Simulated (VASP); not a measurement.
# AlN (F-43m) in VASP: a series of runs

Runs on AlN. Level: LDA. Tasks: relaxation of cell and atoms.

Everything below comes from runs of VASP 6.6.1. Logs are shortened: lines on timing, memory, paths and dates and some standing lists are left out, and cuts for length are marked.

## Step 1: The cell of the first run

It takes space group F-43m (No. 216, cubic). The conventional cell has a = 4.342 Å, b = 4.342 Å, c = 4.342 Å, α = 90.00°, β = 90.00°, γ = 90.00°. Al (site symmetry -43m) has 4 N at 1.88 Å within 2.5 Å. N (site symmetry -43m) has 4 Al at 1.88 Å within 2.5 Å.

## Step 2: Relaxation of cell and atoms, LDA, target pressure -2 GPa, at which the enthalpy is minimised

Input file INCAR:

```
SYSTEM = AlN
PREC = Accurate ; ENCUT = 600
EDIFF = 1E-6 ; ISMEAR = 0
SIGMA = 0.01 ; LREAL = .FALSE.
LASPH = .TRUE. ; NELM = 100
ALGO = Normal ; ISIF = 3
LWAVE = .FALSE. ; LCHARG = .FALSE.
GGA = CA ; IBRION = 2
NSW = 100 ; EDIFFG = -0.002
PSTRESS = -20.0
```

Input file KPOINTS:

```
regular mesh
0
G
  10 10 10
  0 0 0
```

Input file POSCAR:

```
AlN
1.0
    2.1711430961      2.1711430961      0.0000000000
   -2.1711430961      2.1711430961      0.0000000000
    0.0000000000      2.1711430961      2.1711430961
Al N
1 1
Direct
    0.0000000000      0.0000000000      0.0000000000
    0.2500000000      0.7500000000      0.5000000000
```

Potentials or basis: VASP PAW LDA potentials, release 64 (Al, N).

The run is started by

```sh
> cat potpaw_LDA.64/Al/POTCAR potpaw_LDA.64/N/POTCAR > POTCAR
> mpirun -np 1 vasp_std > vasp.out
```

OUTCAR:

```text
SYSTEM = AlN
   PREC = Accurate
   ENCUT = 600
   EDIFF = 1E-6
   ISMEAR = 0
   LREAL = .FALSE.
   LASPH = .TRUE.
   NELM = 100
   ISIF = 3
   GGA = CA
   IBRION = 2
   NSW = 100
   EDIFFG = -0.002
   PSTRESS = -20.0

 ion  position               nearest neighbor table
   1  0.000  0.000  0.000-   2 1.88   2 1.88   2 1.88   2 1.88
   2  0.250  0.750  0.500-   1 1.88   1 1.88   1 1.88   1 1.88

  LATTYP: Found a face centered cubic cell.
 ALAT       =     4.3422861922

  Lattice vectors:

 A1 = (   0.0000000000,   2.1711430961,   2.1711430961)
 A2 = (   2.1711430961,   0.0000000000,   2.1711430961)
 A3 = (   2.1711430961,   2.1711430961,   0.0000000000)

Analysis of symmetry for initial positions (statically):
=====================================================================
 Subroutine PRICEL returns:
 Original cell was already a primitive cell.

 Routine SETGRP: Setting up the symmetry group for a
 face centered cubic supercell.

 Subroutine GETGRP returns: Found 24 space group operations
 (whereof 24 operations were pure point group operations)
 out of a pool of 48 trial point group operations.

The static configuration has the point symmetry T_d .

Analysis of symmetry for dynamics (positions and initial velocities):
=====================================================================
 Subroutine PRICEL returns:
 Original cell was already a primitive cell.

 Routine SETGRP: Setting up the symmetry group for a
 face centered cubic supercell.

 Subroutine GETGRP returns: Found 24 space group operations
 (whereof 24 operations were pure point group operations)
 out of a pool of 48 trial point group operations.

The dynamic configuration has the point symmetry T_d .

 Subroutine INISYM returns: Found 24 space group operations
 (whereof 24 operations are pure point group operations),
 and found     1 'primitive' translations

----------------------------------------------------------------------------------------

                                     Primitive cell

  volume of cell :      20.4689

  direct lattice vectors                    reciprocal lattice vectors
     2.171143096  2.171143096  0.000000000     0.230293434  0.230293434 -0.230293434
    -2.171143096  2.171143096  0.000000000    -0.230293434  0.230293434 -0.230293434
     0.000000000  2.171143096  2.171143096     0.000000000  0.000000000  0.460586869

  length of vectors
     3.070460012  3.070460012  3.070460012     0.398879929  0.398879929  0.460586869

  position of ions in fractional coordinates (direct lattice)
     0.000000000  0.000000000  0.000000000
     0.250000000  0.750000000  0.500000000

  ion indices of the primitive-cell ions
   primitive index   ion index
                 1           1
                 2           2

----------------------------------------------------------------------------------------

 KPOINTS: regular mesh

Automatic generation of k-mesh.
 Grid dimensions read from file:
 generate k-points for:   10   10   10

 Generating k-lattice:

  Cartesian coordinates                     Fractional coordinates (reciprocal lattice)
     0.023029343  0.023029343 -0.023029343     0.100000000  0.000000000  0.000000000
    -0.023029343  0.023029343 -0.023029343     0.000000000  0.100000000  0.000000000
     0.000000000  0.000000000  0.046058687     0.000000000  0.000000000  0.100000000

  Length of vectors
     0.039887993  0.039887993  0.046058687

  Shift w.r.t. Gamma in fractional coordinates (k-lattice)
     0.000000000  0.000000000  0.000000000

 Subroutine IBZKPT returns following result:
 ===========================================

 Found     47 irreducible k-points:

 Following reciprocal coordinates:
            Coordinates               Weight
  0.000000  0.000000  0.000000      1.000000
  0.100000  0.000000  0.000000      8.000000
  0.200000  0.000000  0.000000      8.000000
  0.300000  0.000000  0.000000      8.000000
  0.400000  0.000000  0.000000      8.000000
  0.500000  0.000000  0.000000      4.000000
[... 16 lines left out ...]
  0.300000  0.300000  0.000000     12.000000
  0.400000  0.300000  0.000000     24.000000
 [... further k-points ...]
   k-points           NKPTS =     47   k-points in BZ     NKDIM =     47   number of bands    NBANDS=      8
   number of dos      NEDOS =    301   number of ions     NIONS =      2
   total plane-waves  NPLWV =  21952
   dimension x,y,z NGX =    28 NGY =   28 NGZ =   28
   dimension x,y,z NGXF=    56 NGYF=   56 NGZF=   56
   ions per type =               1   1
   NGX,Y,Z   is equivalent  to a cutoff of  15.16, 15.16, 15.16 a.u.
   NGXF,Y,Z  is equivalent  to a cutoff of  30.32, 30.32, 30.32 a.u.
 SYSTEM =  AlN
   PREC   = accura    normal or accurate (medium, high low for compatibility)
   ISTART =      0    job   : 0-new  1-cont  2-samecut
   ICHARG =      2    charge: 1-file 2-atom 10-const
   ISPIN  =      1    spin polarized calculation?
   LNONCOLLINEAR =      F non collinear calculations
   LSORBIT =      F    spin-orbit coupling
   LASPH  =      T    aspherical Exc in radial PAW
   ENCUT  =  600.0 eV  44.10 Ry    6.64 a.u.   6.13  6.13  6.13*2*pi/ulx,y,z
   NELM   =    100;   NELMIN=  2; NELMDL= -5     # of ELM steps
   EDIFF  = 0.1E-05   stopping-criterion for ELM
   LREAL  =      F    real-space projection
   EDIFFG = -.2E-02   stopping-criterion for IOM
   NSW    =    100    number of steps for IOM
   IBRION =      2    ionic relax: 0-MD 1-quasi-New 2-CG
   NFREE  =      1    steps in history (QN), initial steepest desc. (CG)
   ISIF   =      3    stress and relaxation
   ISYM   =      2    0-nonsym 1-usesym 2-fastsym
   POTIM  = 0.5000    time-step for ionic-motion
   TEBEG  =    0.0;   TEEND  =   0.0 temperature during run
   PSTRESS=  -20.0 pullay stress
   NELECT =       8.0000    total number of electrons
   NUPDOWN=      -1.0000    fix difference up-down
   EMIN   =  10.00;   EMAX   =-10.00  energy-range for DOS
   EFERMI =   0.00;   METHOD = LEGACY
   ISMEAR =     0;   SIGMA  =   0.01  broadening in eV -4-tet -1-fermi 0-gaus
   EFERMI_NEDOS =   21; number of points for ismear=-14 and -15
   IALGO  =     38    algorithm
   IMIX   =      4    mixing-type and parameters
     AMIX     =   0.40;   BMIX     =  1.00
     AMIX_MAG =   1.60;   BMIX_MAG =  1.00
  volume/ion in A,a.u.               =      10.23        69.07
  Fermi-wavevector in a.u.,A,eV,Ry     =   1.196942  2.261892 19.492655  1.432670
  Thomas-Fermi vector in A             =   2.332869
   LORBIT       =      0    0 simple, 1 ext, 2 COOP (PROOUT), +10 PAW based schemes
   GGA     = CA    functional components
   LHFCALC =     F    Hartree Fock is set to
   AEXX    =    0.0000 exact exchange contribution
   IVDW    =     0    specifies the selected vdW correction
   LEPSILON=     F    determine dielectric tensor
   LRPA    =     F    only Hartree local field effects (RPA)
 conjugate gradient relaxation of ions
 non-spin polarized calculation
 Gauss-broadening in eV      SIGMA  =   0.01
  energy-cutoff  :      600.00
  volume of cell :       20.47
 maximum number of plane-waves:       701
 NGX is ok and might be reduce to    28
   NGX = 13   NGY = 13   NGZ = 13

--------------------------------------- Ionic step        1  -------------------------------------------

 number of electron       8.0000000 magnetization

 Free energy of the ion-electron system (eV)
  ---------------------------------------------------
  ext. energy  EPLUGINS =         0.00000000
  ---------------------------------------------------
  free energy    TOTEN  =       -16.37603135 eV

  energy without entropy =      -16.37603135  energy(sigma->0) =      -16.37603135

------------------------ aborting loop because EDIFF is reached ----------------------------------------

  FORCE on cell =-STRESS in cart. coord.  units (eV):
  Direction    XX          YY          ZZ          XY          YZ          ZX
  --------------------------------------------------------------------------------------
  -------------------------------------------------------------------------------------
  Total        0.0718266      0.0718266      0.0718266      0.0000000      0.0000000     -0.0000000
  in kB        5.6221273      5.6221273      5.6221273      0.0000000      0.0000000     -0.0000000
  external PRESSURE =      25.6221273 kB  Pullay stress =     -20.0000000 kB
[... 61 lines left out ...]
  enthalpy is  TOTEN    =       -16.6318678697 eV   P V=       -0.2616144793

--------------------------------------- Ionic step        3  -------------------------------------------

 number of electron       8.0000000 magnetization

 Free energy of the ion-electron system (eV)
  ---------------------------------------------------
  ext. energy  EPLUGINS =         0.00000000
  ---------------------------------------------------
  free energy    TOTEN  =       -16.37486453 eV

  energy without entropy =      -16.37486453  energy(sigma->0) =      -16.37486453

 E-fermi :   5.8027     XC(G=0): -11.2898

 val. band max:        5.7591458846   @ k =   0.0000   0.0000   0.0000
 cond. band min:       8.9848984746   @ k =   0.5000   0.5000   0.0000
 fundamental gap:      3.2257525900
 Fermi energy:         5.8026668065

 k-point     1 :       0.0000    0.0000    0.0000
  band No.  band energies     occupation
      1      -9.0959      2.00000
      2       5.7591      2.00000
      3       5.7591      2.00000
      4       5.7591      2.00000
      5      10.0422      0.00000
      6      18.1465      0.00000
      7      18.1465      0.00000
      8      18.1465      0.00000
[... 243 lines left out ...]
 k-point    24 :       0.4000    0.3000    0.0000
  band No.  band energies     occupation
      1      -6.4200      2.00000
      2       1.1468      2.00000
      3       2.3862      2.00000
      4       4.5556      2.00000
      5      11.4756      0.00000
      6      15.7850      0.00000
      7      18.2849      0.00000
      8      19.1710      0.00000

 [... further k-points ...]
[... 5 lines left out ...]
  --------------------------------------------------------------------------------------
  -------------------------------------------------------------------------------------
  Total       -0.2586224     -0.2586224     -0.2586224      0.0000000     -0.0000000     -0.0000000
  in kB      -19.9961017    -19.9961017    -19.9961017      0.0000000     -0.0000000     -0.0000000
  external PRESSURE =       0.0038983 kB  Pullay stress =     -20.0000000 kB
[... 17 lines left out ...]
  FREE ENERGIE OF THE ION-ELECTRON SYSTEM (eV)
  ---------------------------------------------------
  free  energy   TOTEN  =       -16.3748645295 eV

  energy  without entropy=      -16.3748645295  energy(sigma->0) =      -16.37486453

  enthalpy is  TOTEN    =       -16.6335373802 eV   P V=       -0.2586728507

 reached required accuracy - stopping structural energy minimisation
```

Run time: 17 s. Hardware: 1 thread of Intel Xeon Platinum 8488C (Sapphire Rapids), shared host; peak memory 0.14 GiB.

What came out:

```yaml
Free_energy: -16.3749 eV
Relaxed_volume: 10.36 Å³/atom
Relaxed_cell: a = 3.083 Å, b = 3.083 Å, c = 3.083 Å, α = 60.00°, β = 60.00°, γ = 90.00°
Space_group_after_relaxing_to_0.05_Å: F-43m (No. 216)
Energy_change_on_relaxing_the_enthalpy_is_what_falls: +0.6 meV/atom
Ionic_steps: 3
Pressure_after_relaxing: -2.0 GPa
Band_gap_on_the_k_mesh: 3.23 eV, indirect (least direct gap 4.28 eV)
```

The path:
| step | energy change (eV) | largest force (eV/Å) | pressure (GPa) | volume (Å³) |
| --- | --- | --- | --- | --- |
| 1 | 0.0000 | 0.0000 | 0.56 | 20.47 |
| 2 | 0.0058 | 0.0000 | -4.25 | 20.96 |
| 3 | 0.0012 | 0.0000 | -2.00 | 20.72 |

Final structure:
```
Al N
1.0
     2.18005    2.18005    0.00000
    -2.18005    2.18005    0.00000
     0.00000    2.18005    2.18005
Al N
1 1
Direct
  0.00000 0.00000 0.00000
  0.25000 0.75000 0.50000
```

Caveat: the cell is relaxed towards a set pressure, so the enthalpy falls and the energy may rise. A hybrid or GW would open this gap; LDA tends to underestimate it.

## Step 3: Relaxation of cell and atoms, LDA, target pressure 2 GPa, at which the enthalpy is minimised

Input file INCAR:

```
SYSTEM = AlN
ALGO = Normal ; EDIFF = 1E-6
EDIFFG = -0.002 ; ENCUT = 600
GGA = CA ; IBRION = 2
ISIF = 3 ; ISMEAR = 0
LASPH = .True. ; LCHARG = .False.
LREAL = .False. ; LWAVE = .False.
NELM = 100 ; NSW = 100
PREC = Accurate ; PSTRESS = 20.0
SIGMA = 0.01
```

Input file KPOINTS:

```
k-points
0
Gamma
  10 10 10
  0 0 0
```

POSCAR is that of step 2.

Potentials or basis: VASP PAW LDA potentials, release 64 (Al, N).

The run is started by

```sh
> cat potpaw_LDA.64/Al/POTCAR potpaw_LDA.64/N/POTCAR > POTCAR
> mpirun -np 1 vasp_std > vasp.out
```

Wall time 19 s (1 thread of Intel Xeon Platinum 8488C (Sapphire Rapids), shared host); peak memory 0.14 GiB.

The run converged. Its results:

```
Free energy                                            : -16.3749 eV
Relaxed volume                                         : 10.17 Å³/atom
Relaxed cell                                           : a = 3.064 Å, b = 3.064 Å, c = 3.064 Å, α = 60.00°, β = 60.00°, γ = 90.00°
Space group after relaxing (to 0.05 Å)                 : F-43m (No. 216)
Energy change on relaxing (the enthalpy is what falls) : +0.5 meV/atom
Ionic steps                                            : 3
Pressure after relaxing                                : 2.0 GPa
Band gap on the k mesh                                 : 3.23 eV, indirect (least direct gap 4.45 eV)
```

The path:
```
step  energy change (eV)  largest force (eV/Å)  pressure (GPa)  volume (Å³)
   1              0.0000                0.0000            0.56        20.47
   2              0.0034                0.0000            3.47        20.20
   3              0.0011                0.0000            2.00        20.33
```

Final structure:
```
Al N
1.0
     2.16628    2.16628    0.00000
    -2.16628    2.16628    0.00000
     0.00000    2.16628    2.16628
Al N
1 1
Direct
  0.00000 0.00000 0.00000
  0.25000 0.75000 0.50000
```

Levels at points of the mesh, in eV from the valence-band top:
```tsv
k point	band 1	band 2	band 3	band 4	band 5	band 6	band 7	band 8
(0.00, 0.00, 0.00)	-14.97	0.00	0.00	0.00	4.45	12.58	12.58	12.58
(0.50, 0.00, 0.00)	-12.77	-6.01	-0.49	-0.49	7.49	9.93	11.12	11.12
(0.50, 0.50, 0.00)	-12.09	-5.03	-1.82	-1.82	3.23	8.56	14.08	15.79
```

Caveat: the cell is relaxed towards a set pressure, so the enthalpy falls and the energy may rise. A k mesh can miss the band edges.

## Step 4: Relaxation of cell and atoms, LDA, target pressure 4 GPa, at which the enthalpy is minimised

Input file INCAR:

```
SYSTEM = AlN
ALGO     = Normal         ! electronic algorithm
EDIFF    = 1E-6           ! SCF threshold, eV
EDIFFG   = -0.002         ! ionic threshold
ENCUT    = 600            ! plane-wave cutoff, eV
IBRION   = 2              ! ionic algorithm
ISIF     = 3              ! what is computed and relaxed
ISMEAR   = 0              ! smearing method
LASPH    = .TRUE.         ! aspherical terms in the spheres
LCHARG   = .FALSE.        ! write CHGCAR
LREAL    = .FALSE.        ! projectors in reciprocal space
LWAVE    = .FALSE.        ! write WAVECAR
NELM     = 100            ! most SCF steps
NSW      = 100            ! ionic steps
PREC     = Accurate       ! precision mode
PSTRESS  = 40.0         
SIGMA    = 0.01           ! smearing width, eV
```

Input file KPOINTS:

```
k-points
0
G
  10 10 10
  0 0 0
```

POSCAR is that of step 3.

The run is started by

```sh
> cat potpaw_LDA.64/Al/POTCAR potpaw_LDA.64/N/POTCAR > POTCAR
> mpirun -np 1 vasp_std > vasp.out
```

Wall time 20 s (1 thread of Intel Xeon Platinum 8488C (Sapphire Rapids), shared host); peak memory 0.14 GiB.

The run converged. Its results:

```
Free energy                                            : -16.3716 eV
Relaxed volume                                         : 10.08 Å³/atom
Relaxed cell                                           : a = 3.054 Å, b = 3.054 Å, c = 3.054 Å, α = 60.00°, β = 60.00°, γ = 90.00°
Space group after relaxing (to 0.05 Å)                 : F-43m (No. 216)
Energy change on relaxing (the enthalpy is what falls) : +2.2 meV/atom
Ionic steps                                            : 3
Pressure after relaxing                                : 4.0 GPa
Band gap on the k mesh                                 : 3.24 eV, indirect (least direct gap 4.54 eV)
```

Step by step:
```csv
step,energy change (eV),largest force (eV/Å),pressure (GPa),volume (Å³)
1,0.0000,0.0000,0.56,20.47
2,0.0164,0.0000,7.80,19.83
3,0.0045,0.0000,3.99,20.15
```

Final structure:
```yaml
crystal:
  lattice:
    - [2.15982, 2.15982, 0.00000]
    - [-2.15982, 2.15982, 0.00000]
    - [0.00000, 2.15982, 2.15982]
  atoms:
    - { symbol: Al, position: [0.00000, 0.00000, 0.00000] }
    - { symbol: N, position: [0.25000, 0.75000, 0.50000] }
```

Levels at points of the mesh, in eV from the valence-band top:
```csv
k point,band 2,band 3,band 4,band 5,band 6,band 7
"(0.00, 0.00, 0.00)",0.00,0.00,0.00,4.54,12.66,12.66
"(0.50, 0.00, 0.00)",-6.05,-0.49,-0.49,7.57,9.99,11.17
"(0.50, 0.50, 0.00)",-5.06,-1.83,-1.83,3.24,8.61,14.21
```

Caveat: the cell is relaxed towards a set pressure, so the enthalpy falls and the energy may rise. A hybrid or GW would open this gap; LDA tends to underestimate it.

## Step 5: Relaxation of cell and atoms, LDA, target pressure 7 GPa, at which the enthalpy is minimised

Input file INCAR:

```
PREC = Accurate ; ENCUT = 600
EDIFF = 1E-6 ; ISMEAR = 0
SIGMA = 0.01 ; LREAL = False
LASPH = True ; NELM = 100
ALGO = Normal ; ISIF = 3
LWAVE = False ; LCHARG = False
GGA = CA ; IBRION = 2
NSW = 100 ; EDIFFG = -0.002
PSTRESS = 70.0
```

Input file KPOINTS:

```
regular mesh
0
Gamma
  10 10 10
```

POSCAR is that of step 4.

The run is started by

```sh
> cat potpaw_LDA.64/Al/POTCAR potpaw_LDA.64/N/POTCAR > POTCAR
> mpirun -np 1 vasp_std > vasp.out
```

Wall time 27 s (1 thread of Intel Xeon Platinum 8488C (Sapphire Rapids), shared host); peak memory 0.14 GiB.

It converged, with:

```yaml
Free_energy: -16.3627 eV
Relaxed_volume: 9.95 Å³/atom
Relaxed_cell: a = 3.041 Å, b = 3.041 Å, c = 3.041 Å, α = 60.00°, β = 60.00°, γ = 90.00°
Space_group_after_relaxing_to_0.05_Å: F-43m (No. 216)
Energy_change_on_relaxing_the_enthalpy_is_what_falls: +6.7 meV/atom
Ionic_steps: 6
Pressure_after_relaxing: 7.0 GPa
Band_gap_on_the_k_mesh: 3.24 eV, indirect (least direct gap 4.65 eV)
```

The path:
| step | energy change (eV) | largest force (eV/Å) | pressure (GPa) | volume (Å³) |
| --- | --- | --- | --- | --- |
| 1 | 0.0000 | 0.0000 | 0.56 | 20.47 |
| 2 | 0.0552 | 0.0000 | 14.97 | 19.27 |
| 3 | 0.0132 | 0.0000 | 6.95 | 19.89 |
| 4 | 0.0137 | 0.0000 | 7.10 | 19.88 |
| 5 | 0.0130 | 0.0000 | 6.91 | 19.90 |
| 6 | 0.0133 | 0.0000 | 7.00 | 19.89 |

Final structure:
```yaml
crystal:
  lattice:
    - [2.15052, 2.15052, 0.00000]
    - [-2.15052, 2.15052, 0.00000]
    - [0.00000, 2.15052, 2.15052]
  atoms:
    - { symbol: Al, position: [0.00000, 0.00000, 0.00000] }
    - { symbol: N, position: [0.25000, 0.75000, 0.50000] }
```

Levels at points of the mesh, in eV from the valence-band top:
```
           k point  band 1  band 2  band 3  band 4  band 5  band 6  band 7  band 8
(0.00, 0.00, 0.00)  -15.10    0.00    0.00    0.00    4.65   12.79   12.79   12.79
(0.50, 0.00, 0.00)  -12.84   -6.11   -0.49   -0.49    7.69   10.08   11.25   11.25
(0.50, 0.50, 0.00)  -12.13   -5.10   -1.84   -1.84    3.24    8.69   14.39   16.06
```

Caveat: the cell is relaxed towards a set pressure, so the enthalpy falls and the energy may rise.

## Step 6: The runs side by side

| cell | gap on the mesh (eV) | pressure (GPa) |
| --- | --- | --- |
| relaxed to -2 GPa | 3.23 | -2.0 |
| relaxed to 2 GPa | 3.23 | 2.0 |
| relaxed to 4 GPa | 3.24 | 4.0 |
| relaxed to 7 GPa | 3.24 | 7.0 |

Alike in all rows: task relaxation of cell and atoms; level LDA; potentials or basis VASP PAW LDA potentials, release 64 (Al, N); no spin polarisation; k mesh 10 × 10 × 10; cutoff (eV) 600; smearing gaussian 0.01 eV.

Caveats: the cell is relaxed towards a set pressure, so the enthalpy falls and the energy may rise.

Absolute energies hang on the potentials; compare differences alone.
